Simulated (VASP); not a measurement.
A run of VASP 6.6.1 is set up as follows.

File INCAR:

```
PREC     = Accurate       # precision mode
ENCUT    = 520            # plane-wave cutoff, eV
EDIFF    = 1E-6           # SCF threshold, eV
ISMEAR   = -1             # smearing method
SIGMA    = 0.1            # smearing width, eV
LREAL    = Auto         
LASPH    = True           # aspherical terms in the spheres
NELM     = 100            # most SCF steps
ALGO     = Normal         # electronic algorithm
ISIF     = 2              # what is computed and relaxed
LWAVE    = False          # write WAVECAR
LCHARG   = False          # write CHGCAR
GGA      = PE             # functional
IVDW     = 12             # dispersion correction
NBANDS   = 90             # bands
```

KPOINTS

```
Automatic mesh
0
Gamma
  2 3 1
```

File POSCAR:

```
Ir16Cl
1.0
    7.6800000000      0.0000000000      0.0000000000
    0.0000000000      5.4305800000      0.0000000000
    0.0000000000      0.0000000000     16.0729350000
Ir Cl
16 1
Direct
    0.2500000000      0.2499917136      0.0622163905
    0.7500000000      0.2499917136      0.0622163905
    0.2500000000      0.7499935550      0.0622163905
    0.7500000000      0.7499935550      0.0622163905
    0.0161588542      0.0233860840      0.1435083263
    0.5132161458     -0.0018414239      0.1368076210
    0.0005208333      0.4960243657      0.1178378436
    0.5093880208      0.5172007410      0.1471542067
    0.2477864583      0.2629185096      0.2289127655
    0.7448046875      0.2323140438      0.2448712696
    0.2329166667      0.7564569530      0.2214343553
    0.7517187500      0.7371772444      0.2390478155
    0.0010026042     -0.0163702588      0.3096945269
    0.4863020833      0.0016388673      0.3141741070
   -0.0020312500      0.4898371813      0.3065339342
    0.4862890625      0.4858044629      0.3014384118
    0.9135546875      0.7415045907      0.4299588096
```

Potentials or basis: VASP PAW PBE potentials, release 64 (Ir, Cl).

The run is started by

```sh
$ cat potpaw_PBE.64/Ir/POTCAR potpaw_PBE.64/Cl/POTCAR > POTCAR
$ mpirun -np 1 vasp_std > vasp.out
```

**Question.** What does it give for the band gap on the k mesh?

**Answer.** Zero (an odd number of electrons rules out a gap without spin polarisation).

**Question.** What does it give for the largest force?

**Answer.** 3.181 eV/Å.

Forces in eV/Å, atoms in the order of the input:
```
Ir   1.456  0.059  0.015
Ir  -0.184 -0.124  0.598
Ir   1.100  0.258 -0.198
Ir   0.030  0.247  0.472
Ir  -2.912 -1.018 -0.775
Ir  -0.680  0.393  0.096
Ir  -0.592  0.725  0.656
Ir  -0.341 -0.934 -1.555
Ir  -0.560 -0.770  0.020
Ir   0.057  0.237 -0.233
Ir   1.623 -0.799  1.124
Ir  -0.892  0.612 -0.750
Ir   0.378  0.429  0.305
Ir   0.061 -0.459 -1.836
Ir   0.445  0.048  0.357
Ir   0.526  1.101  2.102
Cl   0.485 -0.005 -0.397
```

Caveat: the k points lie up to 0.41 Å⁻¹ apart, too coarse for converged energies and pressures of a metal; there is no dipole correction, which matters where the two faces differ; spin-orbit coupling is left out, which moves the levels of the heavy elements; an odd number of electrons without spin polarisation forces a metal; a magnetic or distorted state may lie lower.
